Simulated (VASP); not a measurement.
# P (P4/mmm) in VASP: further runs, part 2 of 2

VASP 6.6.1. Earlier steps stand in the parts before.

### 5 Single point, PBEsol (uniaxial strain along c: -1.0 %)

INCAR reads:

```
  PREC = Accurate
  ENCUT = 520
  EDIFF = 1E-6
  ISMEAR = 0
  SIGMA = 0.1
  LREAL = False
  LASPH = True
  NELM = 60
  ALGO = Normal
  ISIF = 2
  LWAVE = False
  LCHARG = True
  GGA = PS
  LELF = True
  LVHAR = True
  NBANDS = 8
```

KPOINTS reads:

```
regular mesh
0
Gamma
  18 18 18
```

POSCAR reads:

```
P
1.0
    2.4276667533      0.0000000000      0.0000000000
    0.0000000000      2.4276667533      0.0000000000
    0.0000000000      0.0000000000      2.3973965942
P
1
Direct
    0.0000000000      0.0000000000      0.0000000000
```

Command:

```
$ cat potpaw_PBE.64/P/POTCAR > POTCAR
$ mpirun -np 1 vasp_std > vasp.out
```

It took 25 s on 1 thread of Intel Xeon Platinum 8259CL at 2.50GHz (Skylake/Cascade Lake), shared host; peak memory 0.15 GiB.

The run converged. Its results:

```
Free energy            : -5.7647 eV
Pressure               : 0.8 GPa
Band gap on the k mesh : zero (an odd number of electrons rules out a gap without spin polarisation)
```

Stress tensor (GPa, compression positive):
```
0.34 0.00 0.00
0.00 0.34 0.00
0.00 0.00 1.62
```

Levels at points of the mesh, in eV from the Fermi level:
```csv
k point,band 1,band 2,band 3,band 4,band 5,band 6
"(0.00, 0.00, 0.00)",-16.76,5.06,5.06,5.60,6.78,6.93
"(0.50, 0.00, 0.00)",-12.34,-8.90,7.96,8.49,9.50,14.41
"(0.50, 0.50, 0.00)",-7.55,-5.41,-5.41,0.74,11.17,17.48
"(0.00, 0.00, 0.50)",-12.08,-8.93,8.15,8.15,9.58,14.36
"(0.50, 0.00, 0.50)",-7.26,-5.46,-5.22,0.77,10.83,16.95
"(0.50, 0.50, 0.50)",-2.31,-2.05,-2.05,-1.21,4.54,4.54
```

Caveat: the cell differs from its parent crystal (uniaxial strain along c: -1.0 %); the PAW data sets were made with another functional, which shifts forces and pressure a little; an odd number of electrons without spin polarisation forces a metal; a magnetic or distorted state may lie lower.

### 6 Single point, PBEsol (uniaxial strain along c: +1.0 %, then relaxed in part)

INCAR reads:

```
SYSTEM = P
PREC = Accurate ; ENCUT = 520
EDIFF = 1E-7 ; ISMEAR = 0
SIGMA = 0.1 ; LREAL = .FALSE.
LASPH = .TRUE. ; NELM = 100
ALGO = Normal ; ISIF = 2
LWAVE = .FALSE. ; LCHARG = .TRUE.
GGA = PS ; LELF = .TRUE.
LVHAR = .TRUE. ; NBANDS = 8
```

KPOINTS reads:

```
regular mesh
0
G
  18 18 18
  0 0 0
```

POSCAR reads:

```
P
1.0
    2.4166539552      0.0000000000      0.0000000000
    0.0000000000      2.4166539552      0.0000000000
    0.0000000000      0.0000000000      2.4458288487
P
1
Direct
    0.0000000000      0.0000000000      0.0000000000
```

Potentials or basis: VASP PAW PBE potentials, release 64 (P).

Command:

```
$ cat potpaw_PBE.64/P/POTCAR > POTCAR
$ mpirun -np 1 vasp_std > vasp.out
```

OUTCAR:

```text
SYSTEM = P
   PREC = Accurate
   ENCUT = 520
   EDIFF = 1E-7
   ISMEAR = 0
   LREAL = .FALSE.
   LASPH = .TRUE.
   NELM = 100
   ISIF = 2
   GGA = PS

 ion  position               nearest neighbor table
   1  0.000  0.000  0.000-

  LATTYP: Found a simple tetragonal cell.
 ALAT       =     2.4166539552
 C/A-ratio  =     1.0120724332

  Lattice vectors:

 A1 = (   2.4166539552,   0.0000000000,   0.0000000000)
 A2 = (   0.0000000000,   2.4166539552,   0.0000000000)
 A3 = (   0.0000000000,   0.0000000000,   2.4458288487)

Analysis of symmetry for initial positions (statically):
=====================================================================
 Subroutine PRICEL returns:
 Original cell was already a primitive cell.

 Routine SETGRP: Setting up the symmetry group for a
 simple tetragonal supercell.

 Subroutine GETGRP returns: Found 16 space group operations
 (whereof 16 operations were pure point group operations)
[... 157 lines left out ...]
  ext. energy  EPLUGINS =         0.00000000
  ---------------------------------------------------
  free energy    TOTEN  =        -5.76474417 eV

  energy without entropy =       -5.76244239  energy(sigma->0) =       -5.76359328

 E-fermi :   9.7996     XC(G=0): -11.4612

 val. band max:        9.7875151813   @ k =   0.1667   0.0000   0.1111
 cond. band min:       9.8039223013   @ k =   0.1667   0.1111   0.0000
 fundamental gap:      0.0164071200
 Fermi energy:         9.7995827225

 k-point     1 :       0.0000    0.0000    0.0000
  band No.  band energies     occupation
      1      -6.8428      2.00000
      2      14.6426      0.00000
      3      15.1512      0.00000
      4      15.1512      0.00000
      5      16.5969      0.00000
      6      16.7520      0.00000
      7      24.1759      0.00000
      8      34.5154      0.00000
[... 243 lines left out ...]
 k-point    24 :       0.3333    0.1111    0.0000
  band No.  band energies     occupation
      1      -4.0341      2.00000
      2       4.4584      2.00000
      3      13.8395      0.00000
      4      16.7485      0.00000
      5      20.4523      0.00000
      6      23.3782      0.00000
      7      26.2728      0.00000
      8      26.4710      0.00000

 [... further k-points ...]
[... 5 lines left out ...]
  --------------------------------------------------------------------------------------
  -------------------------------------------------------------------------------------
  Total        0.0082877      0.0082877     -0.1406699      0.0000000     -0.0000000      0.0000000
  in kB        0.9295814      0.9295814    -15.7781772      0.0000000     -0.0000000      0.0000000
  external PRESSURE =      -4.6396714 kB  Pullay stress =       0.0000000 kB

 VOLUME and BASIS-vectors are now :
 -----------------------------------------------------------------------------
  energy-cutoff  :      520.00
  volume of cell :       14.28
      direct lattice vectors                 reciprocal lattice vectors
     2.416653955  0.000000000  0.000000000     0.413795280  0.000000000  0.000000000
     0.000000000  2.416653955  0.000000000     0.000000000  0.413795280  0.000000000
     0.000000000  0.000000000  2.445828849     0.000000000  0.000000000  0.408859353

 POSITION                                       TOTAL-FORCE (eV/Angst)
 -----------------------------------------------------------------------------------
      0.00000      0.00000      0.00000         0.000000      0.000000      0.000000
 -----------------------------------------------------------------------------------
    total drift:                               -0.000000      0.000000      0.000000

  FREE ENERGIE OF THE ION-ELECTRON SYSTEM (eV)
  ---------------------------------------------------
  free  energy   TOTEN  =        -5.7647441721 eV

  energy  without entropy=       -5.7624423915  energy(sigma->0) =       -5.76359328
```

Run time: 26 s. Hardware: 1 thread of Intel Xeon Platinum 8259CL at 2.50GHz (Skylake/Cascade Lake), shared host; peak memory 0.15 GiB.

Results:

```
Free energy            : -5.7647 eV
Pressure               : -0.5 GPa
Band gap on the k mesh : zero (an odd number of electrons rules out a gap without spin polarisation)
```

Caveat: the cell differs from its parent crystal (uniaxial strain along c: +1.0 %, then relaxed in part); the PAW data sets were made with another functional, which shifts forces and pressure a little; an odd number of electrons without spin polarisation forces a metal; a magnetic or distorted state may lie lower.

### 7 Overview

```tsv
cell	gap on the mesh (eV)	pressure (GPa)
a = 2.438, b = 2.438, c = 2.349 Å, 1 atom	none	2.5
a = 2.440, b = 2.440, c = 2.349 Å, 1 atom	none	2.3
a = 2.430, b = 2.430, c = 2.397 Å, 1 atom	none	0.5
a = 2.428, b = 2.428, c = 2.397 Å, 1 atom	none	0.8
a = 2.417, b = 2.417, c = 2.446 Å, 1 atom	none	-0.5
```

Alike in all rows: task single point; level PBEsol; potentials or basis VASP PAW PBE potentials, release 64 (P); no spin polarisation; k mesh 18 × 18 × 18; cutoff (eV) 520; smearing gaussian 0.1 eV.

Caveats: the PAW data sets were made with another functional, which shifts forces and pressure a little; an odd number of electrons without spin polarisation forces a metal; a magnetic or distorted state may lie lower; the stress differs along the axes, from 0 to 7 GPa (at least some runs); the stress differs along the axes, from -0 to 7 GPa (at least some runs).

Total energies depend on the potentials used, so only differences within one code and one set of settings carry meaning.

The gap in the log of VASP goes by the Fermi energy; the results here count the filled bands.